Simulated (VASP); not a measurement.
# Al2Pt (Fm-3m) in VASP: notebook

Al2Pt is run at these levels: PBEsol; tasks: relaxation of cell and atoms.

Program: VASP 6.6.1. These are calculated values, not measurements. Logs are shortened: lines on timing, memory, paths and dates and some standing lists are left out, and cuts for length are marked.

**1. The cell of the first run**

It takes space group Fm-3m (No. 225, cubic). The conventional cell has a = 5.750 Å, b = 5.750 Å, c = 5.750 Å, α = 90.00°, β = 90.00°, γ = 90.00°. Within 3.3 Å of Al (site symmetry -43m) lie 4 Pt at 2.49 Å and 6 Al at 2.88 Å. Pt (site symmetry m-3m) has 8 Al at 2.49 Å within 3.3 Å.

**2. Relaxation of cell and atoms, PBEsol, target pressure 12 GPa, at which the enthalpy is minimised**

INCAR reads:

```
ALGO     = Normal         # electronic algorithm
EDIFF    = 1E-6           # SCF threshold, eV
EDIFFG   = -0.008         # ionic threshold
ENCUT    = 600            # plane-wave cutoff, eV
GGA      = PS             # functional
IBRION   = 2              # ionic algorithm
ISIF     = 3              # what is computed and relaxed
ISMEAR   = 0              # smearing method
LASPH    = T              # aspherical terms in the spheres
LCHARG   = F              # write CHGCAR
LREAL    = F              # projectors in reciprocal space
LWAVE    = F              # write WAVECAR
NELM     = 100            # most SCF steps
NSW      = 70             # ionic steps
PREC     = Accurate       # precision mode
PSTRESS  = 120.0        
SIGMA    = 0.1            # smearing width, eV
```

KPOINTS reads:

```
k-points
0
Gamma
  12 12 12
```

POSCAR reads:

```
Al2Pt
1.0
    0.0000000000      2.8750470449      2.8750470449
    2.8750470449      0.0000000000      2.8750470449
    2.8750470449      2.8750470449      0.0000000000
Al Pt
2 1
Direct
    0.2500000000      0.2500000000      0.2500000000
    0.7500000000      0.7500000000      0.7500000000
    0.0000000000      0.0000000000      0.0000000000
```

Potentials or basis: VASP PAW PBE potentials, release 64 (Al, Pt).

On the command line:

```sh
> cat potpaw_PBE.64/Al/POTCAR potpaw_PBE.64/Pt/POTCAR > POTCAR
> mpirun -np 1 vasp_std > vasp.out
```

OUTCAR:

```text
EDIFF = 1E-6
   EDIFFG = -0.008
   ENCUT = 600
   GGA = PS
   IBRION = 2
   ISIF = 3
   ISMEAR = 0
   LASPH = T
   LREAL = F
   NELM = 100
   NSW = 70
   PREC = Accurate
   PSTRESS = 120.0

 ion  position               nearest neighbor table
   1  0.250  0.250  0.250-   3 2.49   3 2.49   3 2.49   3 2.49   2 2.88   2 2.88   2 2.88   2 2.88
                             2 2.88   2 2.88
   2  0.750  0.750  0.750-   3 2.49   3 2.49   3 2.49   3 2.49   1 2.88   1 2.88   1 2.88   1 2.88
                             1 2.88   1 2.88
   3  0.000  0.000  0.000-   2 2.49   2 2.49   2 2.49   1 2.49   1 2.49   1 2.49   2 2.49   1 2.49

  LATTYP: Found a face centered cubic cell.
 ALAT       =     5.7500940898

  Lattice vectors:

 A1 = (   0.0000000000,   2.8750470449,   2.8750470449)
 A2 = (   2.8750470449,   0.0000000000,   2.8750470449)
 A3 = (   2.8750470449,   2.8750470449,   0.0000000000)

Analysis of symmetry for initial positions (statically):
=====================================================================
 Subroutine PRICEL returns:
 Original cell was already a primitive cell.

 Routine SETGRP: Setting up the symmetry group for a
 face centered cubic supercell.

 Subroutine GETGRP returns: Found 48 space group operations
 (whereof 48 operations were pure point group operations)
 out of a pool of 48 trial point group operations.

The static configuration has the point symmetry O_h .

Analysis of symmetry for dynamics (positions and initial velocities):
=====================================================================
 Subroutine PRICEL returns:
 Original cell was already a primitive cell.

 Routine SETGRP: Setting up the symmetry group for a
 face centered cubic supercell.

 Subroutine GETGRP returns: Found 48 space group operations
 (whereof 48 operations were pure point group operations)
 out of a pool of 48 trial point group operations.

The dynamic configuration has the point symmetry O_h .

 Subroutine INISYM returns: Found 48 space group operations
 (whereof 48 operations are pure point group operations),
 and found     1 'primitive' translations

----------------------------------------------------------------------------------------

                                     Primitive cell

  volume of cell :      47.5297

  direct lattice vectors                    reciprocal lattice vectors
     0.000000000  2.875047045  2.875047045    -0.173910198  0.173910198  0.173910198
     2.875047045  0.000000000  2.875047045     0.173910198 -0.173910198  0.173910198
     2.875047045  2.875047045  0.000000000     0.173910198  0.173910198 -0.173910198

  length of vectors
     4.065930523  4.065930523  4.065930523     0.301221298  0.301221298  0.301221298

  position of ions in fractional coordinates (direct lattice)
     0.250000000  0.250000000  0.250000000
     0.750000000  0.750000000  0.750000000
     0.000000000  0.000000000  0.000000000

  ion indices of the primitive-cell ions
   primitive index   ion index
                 1           1
                 2           2
                 3           3

----------------------------------------------------------------------------------------

 KPOINTS: k-points

Automatic generation of k-mesh.
 Grid dimensions read from file:
 generate k-points for:   12   12   12

 Generating k-lattice:

  Cartesian coordinates                     Fractional coordinates (reciprocal lattice)
    -0.014492516  0.014492516  0.014492516     0.083333333  0.000000000  0.000000000
     0.014492516 -0.014492516  0.014492516     0.000000000  0.083333333  0.000000000
     0.014492516  0.014492516 -0.014492516     0.000000000  0.000000000  0.083333333

  Length of vectors
     0.025101775  0.025101775  0.025101775

  Shift w.r.t. Gamma in fractional coordinates (k-lattice)
     0.000000000  0.000000000  0.000000000

 Subroutine IBZKPT returns following result:
 ===========================================

 Found     72 irreducible k-points:

 Following reciprocal coordinates:
            Coordinates               Weight
  0.000000  0.000000  0.000000      1.000000
  0.083333  0.000000  0.000000      8.000000
  0.166667  0.000000  0.000000      8.000000
  0.250000  0.000000  0.000000      8.000000
  0.333333  0.000000  0.000000      8.000000
  0.416667  0.000000  0.000000      8.000000
[... 16 lines left out ...]
  0.500000  0.166667  0.000000     24.000000
 -0.416667  0.166667  0.000000     24.000000
 [... further k-points ...]
   k-points           NKPTS =     72   k-points in BZ     NKDIM =     72   number of bands    NBANDS=     12
   number of dos      NEDOS =    301   number of ions     NIONS =      3
   total plane-waves  NPLWV =  32768
   dimension x,y,z NGX =    32 NGY =   32 NGZ =   32
   dimension x,y,z NGXF=    64 NGYF=   64 NGZF=   64
   ions per type =               2   1
   NGX,Y,Z   is equivalent  to a cutoff of  13.08, 13.08, 13.08 a.u.
   NGXF,Y,Z  is equivalent  to a cutoff of  26.17, 26.17, 26.17 a.u.
 SYSTEM =  unknown system
   PREC   = accura    normal or accurate (medium, high low for compatibility)
   ISTART =      0    job   : 0-new  1-cont  2-samecut
   ICHARG =      2    charge: 1-file 2-atom 10-const
   ISPIN  =      1    spin polarized calculation?
   LNONCOLLINEAR =      F non collinear calculations
   LSORBIT =      F    spin-orbit coupling
   LASPH  =      T    aspherical Exc in radial PAW
   ENCUT  =  600.0 eV  44.10 Ry    6.64 a.u.   8.12  8.12  8.12*2*pi/ulx,y,z
   NELM   =    100;   NELMIN=  2; NELMDL= -5     # of ELM steps
   EDIFF  = 0.1E-05   stopping-criterion for ELM
   LREAL  =      F    real-space projection
   EDIFFG = -.8E-02   stopping-criterion for IOM
   NSW    =     70    number of steps for IOM
   IBRION =      2    ionic relax: 0-MD 1-quasi-New 2-CG
   NFREE  =      1    steps in history (QN), initial steepest desc. (CG)
   ISIF   =      3    stress and relaxation
   ISYM   =      2    0-nonsym 1-usesym 2-fastsym
   POTIM  = 0.5000    time-step for ionic-motion
   TEBEG  =    0.0;   TEEND  =   0.0 temperature during run
   PSTRESS=  120.0 pullay stress
   NELECT =      16.0000    total number of electrons
   NUPDOWN=      -1.0000    fix difference up-down
   EMIN   =  10.00;   EMAX   =-10.00  energy-range for DOS
   EFERMI =   0.00;   METHOD = LEGACY
   ISMEAR =     0;   SIGMA  =   0.10  broadening in eV -4-tet -1-fermi 0-gaus
   EFERMI_NEDOS =   21; number of points for ismear=-14 and -15
   IALGO  =     38    algorithm
   IMIX   =      4    mixing-type and parameters
     AMIX     =   0.40;   BMIX     =  1.00
     AMIX_MAG =   1.60;   BMIX_MAG =  1.00
  volume/ion in A,a.u.               =      15.84       106.92
  Fermi-wavevector in a.u.,A,eV,Ry     =   1.138833  2.152081 17.645934  1.296940
  Thomas-Fermi vector in A             =   2.275537
   LORBIT       =      0    0 simple, 1 ext, 2 COOP (PROOUT), +10 PAW based schemes
   GGA     = PS    functional components
   LHFCALC =     F    Hartree Fock is set to
   AEXX    =    0.0000 exact exchange contribution
   IVDW    =     0    specifies the selected vdW correction
   LEPSILON=     F    determine dielectric tensor
   LRPA    =     F    only Hartree local field effects (RPA)
 conjugate gradient relaxation of ions
 non-spin polarized calculation
 Gauss-broadening in eV      SIGMA  =   0.10
  energy-cutoff  :      600.00
  volume of cell :       47.53
 maximum number of plane-waves:      1604
   NGX = 17   NGY = 17   NGZ = 17

--------------------------------------- Ionic step        1  -------------------------------------------

 number of electron      16.0000001 magnetization

 Free energy of the ion-electron system (eV)
  ---------------------------------------------------
  ext. energy  EPLUGINS =         0.00000000
  ---------------------------------------------------
  free energy    TOTEN  =       -17.63229001 eV

  energy without entropy =      -17.62661186  energy(sigma->0) =      -17.62945094

------------------------ aborting loop because EDIFF is reached ----------------------------------------

  FORCE on cell =-STRESS in cart. coord.  units (eV):
  Direction    XX          YY          ZZ          XY          YZ          ZX
  --------------------------------------------------------------------------------------
  -------------------------------------------------------------------------------------
  Total        3.6819742      3.6819742      3.6819742      0.0000000      0.0000000      0.0000000
  in kB      124.1156274    124.1156274    124.1156274      0.0000000      0.0000000      0.0000000
  external PRESSURE =       4.1156274 kB  Pullay stress =     120.0000000 kB

 VOLUME and BASIS-vectors are now :
 -----------------------------------------------------------------------------
  energy-cutoff  :      600.00
  volume of cell :       47.53
      direct lattice vectors                 reciprocal lattice vectors
     0.000000000  2.875047045  2.875047045    -0.173910198  0.173910198  0.173910198
     2.875047045  0.000000000  2.875047045     0.173910198 -0.173910198  0.173910198
     2.875047045  2.875047045  0.000000000     0.173910198  0.173910198 -0.173910198
[... 48 lines left out ...]
  FREE ENERGIE OF THE ION-ELECTRON SYSTEM (eV)
  ---------------------------------------------------
  free  energy   TOTEN  =       -17.6529788275 eV

  energy  without entropy=      -17.6472896990  energy(sigma->0) =      -17.65013426

  enthalpy is  TOTEN    =       -14.0720882597 eV   P V=        3.5808905677

--------------------------------------- Ionic step        3  -------------------------------------------

 number of electron      16.0000001 magnetization

 Free energy of the ion-electron system (eV)
  ---------------------------------------------------
  ext. energy  EPLUGINS =         0.00000000
  ---------------------------------------------------
  free energy    TOTEN  =       -17.63941975 eV

  energy without entropy =      -17.63373721  energy(sigma->0) =      -17.63657848

 E-fermi :   8.7994     XC(G=0): -11.1677

 val. band max:        8.7613269259   @ k =   0.3333   0.2500   0.0000
 cond. band min:       8.8120749009   @ k =  -0.4167   0.2500   0.0000
 fundamental gap:      0.0507479750
 Fermi energy:         8.7993747185

 k-point     1 :       0.0000    0.0000    0.0000
  band No.  band energies     occupation
      1      -2.0466      2.00000
      2       3.2750      2.00000
      3       3.2750      2.00000
      4       3.2750      2.00000
      5       4.7223      2.00000
      6       4.7223      2.00000
      7      12.3900      0.00000
      8      12.6238      0.00000
      9      12.6238      0.00000
     10      12.6238      0.00000
     11      14.6726      0.00000
     12      14.6726      0.00000

 k-point     2 :       0.0833    0.0000    0.0000
  band No.  band energies     occupation
      1      -1.9444      2.00000
      2       3.2202      2.00000
      3       3.3103      2.00000
      4       3.3103      2.00000
      5       4.7092      2.00000
      6       4.7092      2.00000
      7      11.4122      0.00000
      8      12.3953      0.00000
      9      12.3953      0.00000
     10      12.5263      0.00000
     11      14.9131      0.00000
     12      14.9131      0.00000
[... 316 lines left out ...]
 k-point    24 :      -0.4167    0.1667    0.0000
  band No.  band energies     occupation
      1       0.7397      2.00000
      2       2.3615      2.00000
      3       3.4797      2.00000
      4       3.8370      2.00000
      5       4.5422      2.00000
      6       4.8437      2.00000
      7       5.2961      2.00000
      8       8.2912      2.00000
      9       9.4453      0.00000
     10      12.4724      0.00000
     11      14.7289      0.00000
     12      15.3073      0.00000

 [... further k-points ...]
[... 5 lines left out ...]
  --------------------------------------------------------------------------------------
  -------------------------------------------------------------------------------------
  Total        3.5773903      3.5773903      3.5773903     -0.0000000     -0.0000000      0.0000000
  in kB      120.3528892    120.3528892    120.3528892     -0.0000000     -0.0000000      0.0000000
  external PRESSURE =       0.3528892 kB  Pullay stress =     120.0000000 kB

 VOLUME and BASIS-vectors are now :
 -----------------------------------------------------------------------------
  energy-cutoff  :      600.00
  volume of cell :       47.62
      direct lattice vectors                 reciprocal lattice vectors
     0.000000000  2.876935524  2.876935524    -0.173796040  0.173796040  0.173796040
     2.876935524  0.000000000  2.876935524     0.173796040 -0.173796040  0.173796040
     2.876935524  2.876935524 -0.000000000     0.173796040  0.173796040 -0.173796040

 POSITION                                       TOTAL-FORCE (eV/Angst)
 -----------------------------------------------------------------------------------
      1.43847      1.43847      1.43847        -0.000000     -0.000000     -0.000000
      4.31540      4.31540      4.31540         0.000000      0.000000      0.000000
      0.00000      0.00000      0.00000        -0.000000     -0.000000     -0.000000
 -----------------------------------------------------------------------------------
    total drift:                                0.000000     -0.000000      0.000000

  FREE ENERGIE OF THE ION-ELECTRON SYSTEM (eV)
  ---------------------------------------------------
  free  energy   TOTEN  =       -17.6394197525 eV

  energy  without entropy=      -17.6337372149  energy(sigma->0) =      -17.63657848

  enthalpy is  TOTEN    =       -14.0725188331 eV   P V=        3.5669009194

 reached required accuracy - stopping structural energy minimisation
```

Run time: 74 s. Hardware: 1 thread of Intel Xeon Platinum 8375C at 2.90GHz (Ice Lake), shared host; peak memory 0.23 GiB.

Results:

```
Free energy                                            : -17.6394 eV
Relaxed volume                                         : 15.87 Å³/atom
Relaxed cell                                           : a = 4.069 Å, b = 4.069 Å, c = 4.069 Å, α = 60.00°, β = 60.00°, γ = 60.00°
Space group after relaxing (to 0.05 Å)                 : Fm-3m (No. 225)
Energy change on relaxing (the enthalpy is what falls) : -2.4 meV/atom
Ionic steps                                            : 3
Pressure after relaxing                                : 12.0 GPa
Band gap on the k mesh                                 : zero (band 8 reaches 12.62 eV, above the bottom of band 9 at 7.01 eV)
```

Step by step:
| step | energy change (eV) | largest force (eV/Å) | pressure (GPa) | volume (Å³) |
| --- | --- | --- | --- | --- |
| 1 | 0.0000 | 0.0000 | 12.41 | 47.53 |
| 2 | -0.0207 | 0.0000 | 11.27 | 47.81 |
| 3 | -0.0071 | 0.0000 | 12.04 | 47.62 |

Final structure:
```cif
data_structure
_symmetry_space_group_name_H-M 'P 1'
_symmetry_Int_Tables_number 1
_cell_length_a 4.0686
_cell_length_b 4.0686
_cell_length_c 4.0686
_cell_angle_alpha 60.000
_cell_angle_beta 60.000
_cell_angle_gamma 60.000
_cell_volume 47.62
loop_
_atom_site_label
_atom_site_type_symbol
_atom_site_fract_x
_atom_site_fract_y
_atom_site_fract_z
_atom_site_occupancy
Al1 Al 0.25000 0.25000 0.25000 1
Al2 Al 0.75000 0.75000 0.75000 1
Pt1 Pt 0.00000 0.00000 0.00000 1
```

Caveat: the cell is relaxed towards a set pressure, so the enthalpy falls and the energy may rise; the PAW data sets were made with another functional, which shifts forces and pressure a little; spin-orbit coupling is left out, which moves the levels of the heavy elements.

(Continued in part 2 of 2.)
